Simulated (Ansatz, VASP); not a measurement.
Ru in VASP and in Ansatz

```
Ru
1.0
     2.72222    0.00000    0.00000
    -1.36111    2.35751    0.00000
     0.00000    0.00000    4.29731
Ru
2
Direct
  0.33333 0.66667 0.25000
  0.66667 0.33333 0.75000
```

Alike in both runs: task electric field gradients; functional PBE; k mesh 18 × 18 × 10; occupations fermi-dirac, width 0.15 eV; no spin polarisation.

|  | VASP | Ansatz |
| --- | --- | --- |
| version | VASP 6.6.1 | Ansatz 0.2.0 |
| potentials or method | VASP PAW PBE potentials, release 64 (Ru_pv), cutoff 400 eV | scalar-relativistic, plane waves, PAW |
| valence electrons in the cell | 28 | 32 |

```tsv
	VASP	Ansatz	Ansatz less VASP
gap on the k mesh at the Fermi level (eV)	none	none	-
pressure (GPa)	-1.0	0.0	+1.00
size of Vzz on the site where it differs most (V/Å²)	13.7	10.3	-3.46
```

A gap of «none» marks a metal or a gap that the smearing closes. VASP's potentials hold 28 valence electrons a cell and Ansatz's 32, so a difference there can come from the potentials and not from the codes.
